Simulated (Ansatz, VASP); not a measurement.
**Ru in VASP and in Ansatz**

```
Ru
1.0
     2.70580    0.00000    0.00000
    -1.35290    2.34329    0.00000
     0.00000    0.00000    4.28190
Ru
2
Direct
  0.35467 0.70934 0.25000
  0.66667 0.33333 0.75000
```

Alike in both runs: task single point; functional PBEsol; k mesh 24 × 24 × 12; occupations gaussian, width 0.15 eV; no spin polarisation.

|  | VASP | Ansatz |
| --- | --- | --- |
| version | VASP 6.6.1 | Ansatz 0.2.0 |
| potentials or method | VASP PAW PBE potentials, release 64 (Ru_pv), cutoff 520 eV | scalar-relativistic, plane waves, PAW |
| valence electrons in the cell | 28 | 32 |

|  | VASP | Ansatz | Ansatz less VASP |
| --- | --- | --- | --- |
| gap on the k mesh at the Fermi level (eV) | none | none | - |
| pressure (GPa) | -5.8 | -5.8 | +0.05 |
| traceless stress, the component that is largest in VASP (GPa) | 1.66 | 1.66 | -0.001 |
| rms of the force components (eV/Å) | 0.399 | 0.398 | -0.0005 |

VASP's potentials were made for PBE, not for PBEsol. Atom by atom the forces differ by 0.000 eV/Å (rms over components). A gap of «none» marks a metal or a gap that the smearing closes. With one functional, cell and mesh, what is left measures potentials, basis and numerics. VASP's potentials hold 28 valence electrons a cell and Ansatz's 32, so a difference there can come from the potentials and not from the codes.
